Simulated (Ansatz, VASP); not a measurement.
Two plane-wave programs on CsCl

```
Cs Cl
1.0
     4.13683    0.00000    0.00000
     0.00000    4.13683    0.00000
     0.00000    0.00000    4.13683
Cs Cl
1 1
Direct
  0.00000 0.00000 0.00000
  0.50000 0.50000 0.50000
```

Alike in both runs: task single point; functional PBE; k mesh 6 × 6 × 6; occupations fermi-dirac, width 0.02 eV; no spin polarisation.

|  | VASP | Ansatz |
| --- | --- | --- |
| version | VASP 6.6.1 | Ansatz 0.2.0 |
| potentials or method | VASP PAW PBE potentials, release 64 (Cs_sv, Cl) | plane waves, PAW |
| plane-wave cutoff (eV) | 500 | 420 |
| valence electrons in the cell | 16 | 16 |

|  | VASP | Ansatz | Ansatz less VASP |
| --- | --- | --- | --- |
| gap on the k mesh at the Fermi level (eV) | 5.21 | 5.23 | +0.011 |
| pressure (GPa) | 0.8 | 0.8 | -0.02 |

Neither program's run includes spin-orbit coupling.
